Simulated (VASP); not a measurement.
# CuO (Cc) in VASP: single point with PBE+U

Aim: the single point of CuO with PBE+U.

Program: VASP 6.6.1. These are calculated values, not measurements. Logs are shortened: lines on timing, memory, paths and dates and some standing lists are left out, and cuts for length are marked.

### Step 1. The cell of the first run

Symmetry: Cc, No. 9, monoclinic system. The conventional cell has a = 4.689 Å, b = 3.427 Å, c = 5.132 Å, α = 90.00°, β = 99.65°, γ = 90.00°. Within 2.5 Å of Cu (site symmetry 1) lie 4 O at 1.91 to 2.02 Å. Within 2.5 Å of O (site symmetry 1) lie 4 Cu at 1.91 to 2.02 Å.

### Step 2. Single point, PBE+U, collinear spin, ferromagnetic start

File INCAR:

```
PREC = Accurate
ENCUT = 520
EDIFF = 1E-6
ISMEAR = 0
SIGMA = 0.05
LREAL = F
LASPH = T
NELM = 150
ALGO = Normal
ISIF = 2
LWAVE = F
LCHARG = F
ISPIN = 2
MAGMOM = 0.05 0.05 0.03 0.03
LORBIT = 11
LMAXMIX = 4
LDAU = T
LDAUTYPE = 2
LDAUL = 2 -1
LDAUU = 1 0
LDAUJ = 0 0
LDAUPRINT = 1
GGA = PE
NBANDS = 29
```

File KPOINTS:

```
regular mesh
0
Gamma
  7 7 4
```

File POSCAR:

```
CuO
1.0
    2.3446497600     -1.7133998200      0.0000000000
    2.3446497600      1.7133998200      0.0000000000
   -0.8605499100      0.0000000000      5.0594394800
Cu O
2 2
Direct
    0.0032000000      0.4968000000      0.0000000000
    0.4968000000      0.0032000000      0.5000000000
    0.5714000000      0.4056000000      0.2537000000
    0.4056000000      0.5714000000      0.7537000000
```

Potentials or basis: VASP PAW PBE potentials, release 64 (Cu, O).

The run is started by

```console
$ cat potpaw_PBE.64/Cu/POTCAR potpaw_PBE.64/O/POTCAR > POTCAR
$ mpirun -np 1 vasp_std > vasp.out
```

OUTCAR:

```text
PREC = Accurate
   ENCUT = 520
   EDIFF = 1E-6
   ISMEAR = 0
   LREAL = F
   LASPH = T
   NELM = 150
   ISIF = 2
   ISPIN = 2
   LORBIT = 11
   GGA = PE

 ion  position               nearest neighbor table
   1  0.003  0.497  0.000-   4 1.91   3 1.93   4 1.98   3 2.02
   2  0.497  0.003  0.500-   3 1.91   4 1.93   3 1.98   4 2.02
   3  0.571  0.406  0.254-   2 1.91   1 1.93   2 1.98   1 2.02
   4  0.406  0.571  0.754-   1 1.91   2 1.93   1 1.98   2 2.02

  LATTYP: Found a base centered monoclinic cell.
 ALAT       =     4.6892995200
 B/A-ratio  =     0.7307700490
 C/A-ratio  =     1.0944283419
 COS(beta)  =    -0.1676798045

  Lattice vectors:

 A1 = (   2.3446497600,  -1.7133998200,   0.0000000000)
 A2 = (   2.3446497600,   1.7133998200,   0.0000000000)
 A3 = (  -0.8605499100,   0.0000000000,   5.0594394800)

Analysis of symmetry for initial positions (statically):
=====================================================================
 Subroutine PRICEL returns:
 Original cell was already a primitive cell.

 Routine SETGRP: Setting up the symmetry group for a
 base centered monoclinic supercell.

 Subroutine GETGRP returns: Found  2 space group operations
 (whereof  1 operations were pure point group operations)
 out of a pool of  4 trial point group operations.

The static configuration has the point symmetry C_1 .
 The point group associated with its full space group is C_1h.

Analysis of symmetry for dynamics (positions and initial velocities):
=====================================================================
 Subroutine PRICEL returns:
 Original cell was already a primitive cell.

 Routine SETGRP: Setting up the symmetry group for a
 base centered monoclinic supercell.

 Subroutine GETGRP returns: Found  2 space group operations
 (whereof  1 operations were pure point group operations)
 out of a pool of  4 trial point group operations.

The dynamic configuration has the point symmetry C_1 .
 The point group associated with its full space group is C_1h.

Analysis of structural, dynamic, and magnetic symmetry:
=====================================================================
 Subroutine PRICEL returns:
 Original cell was already a primitive cell.

 Routine SETGRP: Setting up the symmetry group for a
 base centered monoclinic supercell.

 Subroutine GETGRP returns: Found  2 space group operations
 (whereof  1 operations were pure point group operations)
 out of a pool of  4 trial point group operations.

The overall configuration has the point symmetry C_1 .
 The point group associated with its full space group is C_1h.

 Subroutine INISYM returns: Found  2 space group operations
 (whereof  1 operations are pure point group operations),
 and found     1 'primitive' translations

----------------------------------------------------------------------------------------

                                     Primitive cell

  volume of cell :      40.6508

  direct lattice vectors                    reciprocal lattice vectors
     2.344649760 -1.713399820  0.000000000     0.213251467 -0.291817470  0.036271514
     2.344649760  1.713399820  0.000000000     0.213251467  0.291817470  0.036271514
    -0.860549910  0.000000000  5.059439480     0.000000000  0.000000000  0.197650353

  length of vectors
     2.903983719  2.903983719  5.132102298     0.363248188  0.363248188  0.197650353

  position of ions in fractional coordinates (direct lattice)
     0.003200000  0.496800000  0.000000000
     0.496800000  0.003200000  0.500000000
     0.571400000  0.405600000  0.253700000
     0.405600000  0.571400000  0.753700000

  ion indices of the primitive-cell ions
   primitive index   ion index
                 1           1
                 2           2
                 3           3
                 4           4

----------------------------------------------------------------------------------------

 KPOINTS: regular mesh

[... 82 lines left out ...]
   ISMEAR =     0;   SIGMA  =   0.05  broadening in eV -4-tet -1-fermi 0-gaus
   EFERMI_NEDOS =   21; number of points for ismear=-14 and -15
   IALGO  =     38    algorithm
   IMIX   =      4    mixing-type and parameters
     AMIX     =   0.40;   BMIX     =  1.00
     AMIX_MAG =   1.60;   BMIX_MAG =  1.00
  volume/ion in A,a.u.               =      10.16        68.58
  Fermi-wavevector in a.u.,A,eV,Ry     =   1.542451  2.914810 32.370379  2.379156
  Thomas-Fermi vector in A             =   2.648254
   LORBIT       =     11    0 simple, 1 ext, 2 COOP (PROOUT), +10 PAW based schemes
 LDA+U is selected, type is set to LDAUTYPE =  2
   angular momentum for each species LDAUL =     2   -1
   U (eV)           for each species LDAUU =   1.0  0.0
   J (eV)           for each species LDAUJ =   0.0  0.0
   GGA     = PE    functional components
   LHFCALC =     F    Hartree Fock is set to
   AEXX    =    0.0000 exact exchange contribution
   IVDW    =     0    specifies the selected vdW correction
   LEPSILON=     F    determine dielectric tensor
   LRPA    =     F    only Hartree local field effects (RPA)
 spin polarized calculation
 Gauss-broadening in eV      SIGMA  =   0.05
  energy-cutoff  :      520.00
  volume of cell :       40.65
 maximum number of plane-waves:      1129
 NGX is ok and might be reduce to    24
   NGX = 11   NGY = 11   NGZ = 19

atom =   1  type =  1  l = 2

 onsite density matrix

spin component  1

  0.9426 -0.0130  0.0120  0.0057 -0.0020
 -0.0130  0.9032 -0.0003  0.0723 -0.0239
  0.0120 -0.0003  0.9628  0.0001 -0.0018
  0.0057  0.0723  0.0001  0.8645  0.0307
 -0.0020 -0.0239 -0.0018  0.0307  0.9473

spin component  2

  0.9404 -0.0154  0.0129  0.0093 -0.0023
 -0.0154  0.8896  0.0019  0.0916 -0.0278
  0.0129  0.0019  0.9616 -0.0033 -0.0011
  0.0093  0.0916 -0.0033  0.8328  0.0372
 -0.0023 -0.0278 -0.0011  0.0372  0.9449

 occupancies and eigenvectors

  o =  0.7523  v =  0.0000  0.0000  0.0000  0.0000  0.0000  0.0901  0.5768 -0.0219 -0.7769  0.2347      0.0000  0.0000  0.0000  0.0000  0.0000  0.0000  0.0000  0.0000  0.0000  0.0000
  o =  0.7977  v =  0.0865  0.5900 -0.0018 -0.7623  0.2515  0.0000  0.0000  0.0000  0.0000  0.0000      0.0000  0.0000  0.0000  0.0000  0.0000  0.0000  0.0000  0.0000  0.0000  0.0000
  o =  0.9340  v =  0.0000  0.0000  0.0000  0.0000  0.0000  0.8722  0.1648 -0.3984  0.1994 -0.1168      0.0000  0.0000  0.0000  0.0000  0.0000  0.0000  0.0000  0.0000  0.0000  0.0000
  o =  0.9361  v =  0.8733  0.1715 -0.3980  0.2015 -0.0948  0.0000  0.0000  0.0000  0.0000  0.0000      0.0000  0.0000  0.0000  0.0000  0.0000  0.0000  0.0000  0.0000  0.0000  0.0000
  o =  0.9556  v =  0.0000  0.0000  0.0000  0.0000  0.0000 -0.0505 -0.2705 -0.2060 -0.4498 -0.8243      0.0000  0.0000  0.0000  0.0000  0.0000  0.0000  0.0000  0.0000  0.0000  0.0000
  o =  0.9571  v = -0.0504 -0.1514 -0.1753 -0.4127 -0.8795  0.0000  0.0000  0.0000  0.0000  0.0000      0.0000  0.0000  0.0000  0.0000  0.0000  0.0000  0.0000  0.0000  0.0000  0.0000
  o =  0.9583  v =  0.0000  0.0000  0.0000  0.0000  0.0000  0.1372 -0.7125 -0.3173 -0.3537  0.4977      0.0000  0.0000  0.0000  0.0000  0.0000  0.0000  0.0000  0.0000  0.0000  0.0000
  o =  0.9598  v =  0.1291 -0.7336 -0.3400 -0.4249  0.3861  0.0000  0.0000  0.0000  0.0000  0.0000      0.0000  0.0000  0.0000  0.0000  0.0000  0.0000  0.0000  0.0000  0.0000  0.0000
  o =  0.9689  v =  0.0000  0.0000  0.0000  0.0000  0.0000  0.4581 -0.2437  0.8353 -0.1706 -0.0638      0.0000  0.0000  0.0000  0.0000  0.0000  0.0000  0.0000  0.0000  0.0000  0.0000
  o =  0.9697  v =  0.4590 -0.2478  0.8338 -0.1655 -0.0722  0.0000  0.0000  0.0000  0.0000  0.0000      0.0000  0.0000  0.0000  0.0000  0.0000  0.0000  0.0000  0.0000  0.0000  0.0000

atom =   2  type =  1  l = 2

 onsite density matrix

spin component  1

  0.9426 -0.0130 -0.0120 -0.0057  0.0020
 -0.0130  0.9032  0.0003 -0.0723  0.0239
 -0.0120  0.0003  0.9628  0.0001 -0.0018
 -0.0057 -0.0723  0.0001  0.8645  0.0307
  0.0020  0.0239 -0.0018  0.0307  0.9473

spin component  2

  0.9404 -0.0154 -0.0129 -0.0093  0.0023
 -0.0154  0.8896 -0.0019 -0.0916  0.0278
 -0.0129 -0.0019  0.9616 -0.0033 -0.0011
 -0.0093 -0.0916 -0.0033  0.8328  0.0372
  0.0023  0.0278 -0.0011  0.0372  0.9449

 occupancies and eigenvectors

  o =  0.7523  v =  0.0000  0.0000  0.0000  0.0000  0.0000 -0.0901 -0.5768 -0.0219 -0.7769  0.2347      0.0000  0.0000  0.0000  0.0000  0.0000  0.0000  0.0000  0.0000  0.0000  0.0000
  o =  0.7977  v = -0.0865 -0.5900 -0.0018 -0.7623  0.2515  0.0000  0.0000  0.0000  0.0000  0.0000      0.0000  0.0000  0.0000  0.0000  0.0000  0.0000  0.0000  0.0000  0.0000  0.0000
  o =  0.9340  v =  0.0000  0.0000  0.0000  0.0000  0.0000  0.8722  0.1648  0.3984 -0.1994  0.1168      0.0000  0.0000  0.0000  0.0000  0.0000  0.0000  0.0000  0.0000  0.0000  0.0000
  o =  0.9361  v = -0.8733 -0.1715 -0.3980  0.2015 -0.0948  0.0000  0.0000  0.0000  0.0000  0.0000      0.0000  0.0000  0.0000  0.0000  0.0000  0.0000  0.0000  0.0000  0.0000  0.0000
  o =  0.9556  v =  0.0000  0.0000  0.0000  0.0000  0.0000  0.0505  0.2705 -0.2060 -0.4498 -0.8243      0.0000  0.0000  0.0000  0.0000  0.0000  0.0000  0.0000  0.0000  0.0000  0.0000
  o =  0.9571  v =  0.0504  0.1514 -0.1753 -0.4127 -0.8795  0.0000  0.0000  0.0000  0.0000  0.0000      0.0000  0.0000  0.0000  0.0000  0.0000  0.0000  0.0000  0.0000  0.0000  0.0000
  o =  0.9583  v =  0.0000  0.0000  0.0000  0.0000  0.0000  0.1372 -0.7125  0.3173  0.3537 -0.4977      0.0000  0.0000  0.0000  0.0000  0.0000  0.0000  0.0000  0.0000  0.0000  0.0000
  o =  0.9598  v = -0.1291  0.7336 -0.3400 -0.4249  0.3861  0.0000  0.0000  0.0000  0.0000  0.0000      0.0000  0.0000  0.0000  0.0000  0.0000  0.0000  0.0000  0.0000  0.0000  0.0000
  o =  0.9689  v =  0.0000  0.0000  0.0000  0.0000  0.0000 -0.4581  0.2437  0.8353 -0.1706 -0.0638      0.0000  0.0000  0.0000  0.0000  0.0000  0.0000  0.0000  0.0000  0.0000  0.0000
  o =  0.9697  v = -0.4590  0.2478  0.8338 -0.1655 -0.0722  0.0000  0.0000  0.0000  0.0000  0.0000      0.0000  0.0000  0.0000  0.0000  0.0000  0.0000  0.0000  0.0000  0.0000  0.0000

 number of electron      33.9999999 magnetization       0.1579467

 Free energy of the ion-electron system (eV)
  ---------------------------------------------------
  ext. energy  EPLUGINS =         0.00000000
  ---------------------------------------------------
  free energy    TOTEN  =       -18.77854195 eV

  energy without entropy =      -18.77568825  energy(sigma->0) =      -18.77711510

 E-fermi :   5.5894     XC(G=0): -11.8845

 val. band max:        5.5881458201   @ k =  -0.4286  -0.0000   0.2500
 cond. band min:       5.6038396340   @ k =  -0.4286   0.1429   0.2500
 fundamental gap:      0.0156938139
 Fermi energy:         5.5894183389

 spin component 1

 k-point     1 :       0.0000    0.0000    0.0000
  band No.  band energies     occupation
      1     -14.2743      1.00000
      2     -12.9628      1.00000
      3      -2.5140      1.00000
      4       0.0004      1.00000
      5       0.3451      1.00000
      6       2.0423      1.00000
[... 1529 lines left out ...]
     28      23.9830      0.00000
     29      25.8238      0.00000

 [... further k-points ...]
[... 5 lines left out ...]
  --------------------------------------------------------------------------------------
  -------------------------------------------------------------------------------------
  Total        1.4289813      1.5730539      1.2873081      0.0000000      0.0000000     -0.4289331
  in kB       56.3206990     61.9990581     50.7369067      0.0000000      0.0000000    -16.9056180
  external PRESSURE =      56.3522213 kB  Pullay stress =       0.0000000 kB

 VOLUME and BASIS-vectors are now :
 -----------------------------------------------------------------------------
  energy-cutoff  :      520.00
  volume of cell :       40.65
      direct lattice vectors                 reciprocal lattice vectors
     2.344649760 -1.713399820  0.000000000     0.213251467 -0.291817470  0.036271514
     2.344649760  1.713399820  0.000000000     0.213251467  0.291817470  0.036271514
    -0.860549910  0.000000000  5.059439480     0.000000000  0.000000000  0.197650353

 POSITION                                       TOTAL-FORCE (eV/Angst)
 -----------------------------------------------------------------------------------
      1.17232      0.84573      0.00000        -0.637171      0.357503      0.251440
      0.74205     -0.84573      2.52972        -0.637171     -0.357503      0.251440
      2.07240     -0.28408      1.28358         0.637171      0.278334     -0.251440
      1.64213      0.28408      3.81330         0.637171     -0.278334     -0.251440
 -----------------------------------------------------------------------------------
    total drift:                               -0.000182      0.000000     -0.000444

  FREE ENERGIE OF THE ION-ELECTRON SYSTEM (eV)
  ---------------------------------------------------
  free  energy   TOTEN  =       -18.7785419467 eV

  energy  without entropy=      -18.7756882523  energy(sigma->0) =      -18.77711510

 total charge

# of ion       s       p       d       tot
------------------------------------------
    1        0.376   0.384   9.169   9.929
    2        0.376   0.384   9.169   9.929
    3        1.577   3.381   0.000   4.958
    4        1.577   3.381   0.000   4.958
--------------------------------------------------
tot          3.905   7.531  18.339  29.775

 magnetization (x)

# of ion       s       p       d       tot
------------------------------------------
    1       -0.001   0.001   0.051   0.052
    2       -0.001   0.001   0.051   0.052
    3        0.002   0.023   0.000   0.025
    4        0.002   0.023   0.000   0.025
--------------------------------------------------
tot          0.002   0.047   0.103   0.152
```

Run time: 3.5 min. Hardware: 1 thread of Intel Xeon 8259CL, shared host; peak memory 0.24 GiB.

Results:

| Property | Result |
| --- | --- |
| Free energy | -18.7785 eV |
| Pressure | 5.6 GPa |
| Largest force | 0.773 eV/Å |
| Net moment | 0.16 μB per cell |
| Site moments | Cu +0.05; O +0.03 μB |
| Valence electrons inside the program's atomic spheres | Cu 9.93; O 4.96 |

Forces on the atoms (eV/Å):
```
Cu  -0.637  0.358  0.251
Cu  -0.637 -0.358  0.251
O    0.637  0.278 -0.251
O    0.637 -0.278 -0.251
```

Eigenvalues of the final occupation matrices:
```tsv
site	spin	trace	eigenvalues
site 1 d	1	4.62	0.80 0.94 0.96 0.96 0.97
site 1 d	2	4.57	0.75 0.93 0.96 0.96 0.97
site 2 d	1	4.62	0.80 0.94 0.96 0.96 0.97
site 2 d	2	4.57	0.75 0.93 0.96 0.96 0.97
```

The state reached can hang on the start; a lower one may exist.
